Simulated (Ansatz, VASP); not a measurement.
## Two plane-wave programs on Ta2H3

File INCAR:

```
SYSTEM = Ta2H3
PREC     = Accurate       ! precision mode
ENCUT    = 520            ! plane-wave cutoff, eV
EDIFF    = 1E-6           ! SCF threshold, eV
ISMEAR   = 0              ! smearing method
SIGMA    = 0.1            ! smearing width, eV
LREAL    = .False.        ! projectors in reciprocal space
LASPH    = .True.         ! aspherical terms in the spheres
NELM     = 100            ! most SCF steps
ALGO     = Normal         ! electronic algorithm
ISIF     = 2              ! what is computed and relaxed
LWAVE    = .False.        ! write WAVECAR
LCHARG   = .True.         ! write CHGCAR
GGA      = PE             ! functional
LELF     = .True.         ! ELF
LVHAR    = .True.       
NBANDS   = 36             ! bands
```

File KPOINTS:

```
Automatic mesh
0
Gamma
  4 4 6
  0 0 0
```

Contents of POSCAR:

```
Ta2H3
1.0
    5.9354973063      0.0000000000      0.0000000000
    0.0000000000      5.9354973063      0.0000000000
    0.0000000000      0.0000000000      3.1339425777
Ta H
4 6
Direct
    0.3827000000      0.8827000000      0.0000000000
    0.1173000000      0.3827000000      0.0000000000
    0.6173000000      0.1173000000      0.0000000000
    0.8827000000      0.6173000000      0.0000000000
    0.0000000000      0.0000000000      0.0000000000
    0.5000000000      0.5000000000      0.0000000000
    0.1768000000      0.6768000000      0.5000000000
    0.3232000000      0.1768000000      0.5000000000
    0.8232000000      0.3232000000      0.5000000000
    0.6768000000      0.8232000000      0.5000000000
```

Input for Ansatz:

```yaml
crystal:
  lattice:
    - [5.9354973063, 0.0, 0.0]
    - [0.0, 5.9354973063, 0.0]
    - [0.0, 0.0, 3.1339425777]
  atoms:
    - { symbol: Ta, position: [0.3827, 0.8827, 0.0] }
    - { symbol: Ta, position: [0.1173, 0.3827, 0.0] }
    - { symbol: Ta, position: [0.6173, 0.1173, 0.0] }
    - { symbol: Ta, position: [0.8827, 0.6173, 0.0] }
    - { symbol: H, position: [0.0, 0.0, 0.0] }
    - { symbol: H, position: [0.5, 0.5, 0.0] }
    - { symbol: H, position: [0.1768, 0.6768, 0.5] }
    - { symbol: H, position: [0.3232, 0.1768, 0.5] }
    - { symbol: H, position: [0.8232, 0.3232, 0.5] }
    - { symbol: H, position: [0.6768, 0.8232, 0.5] }
basis:
  ecutwfc: 420
kpoints:
  mp_grid: { grid: [4, 4, 6] }
hamiltonian:
  xc: pbe
scf:
  occupations: { method: gaussian, width: 0.1 }
  lower_state_search: "off"
output:
  forces: true
  stress: true
  eigenvalues: true
```

Alike in both runs: task single point; functional PBE; k mesh 4 × 4 × 6; occupations gaussian, width 0.1 eV; no spin polarisation.

|  | VASP | Ansatz |
| --- | --- | --- |
| version | VASP 6.6.1 | Ansatz 0.2.0 |
| potentials or method | VASP PAW PBE potentials, release 64 (Ta_pv, H), cutoff 520 eV | scalar-relativistic, plane waves, PAW |
| valence electrons in the cell | 50 | 58 |

|  | VASP | Ansatz | Ansatz less VASP |
| --- | --- | --- | --- |
| gap on the k mesh at the Fermi level (eV) | none | none | - |
| pressure (GPa) | 13.0 | 13.0 | +0.05 |
| traceless stress, the component that is largest in VASP (GPa) | -20.05 | -19.99 | +0.066 |
| rms of the force components (eV/Å) | 5.653 | 5.641 | -0.0117 |

Atom by atom the forces differ by 0.012 eV/Å (rms over components). A gap of «none» marks a metal or a gap that the smearing closes. VASP's potentials hold 50 valence electrons a cell and Ansatz's 58, so a difference there can come from the potentials and not from the codes.

Spin-orbit coupling is off throughout.
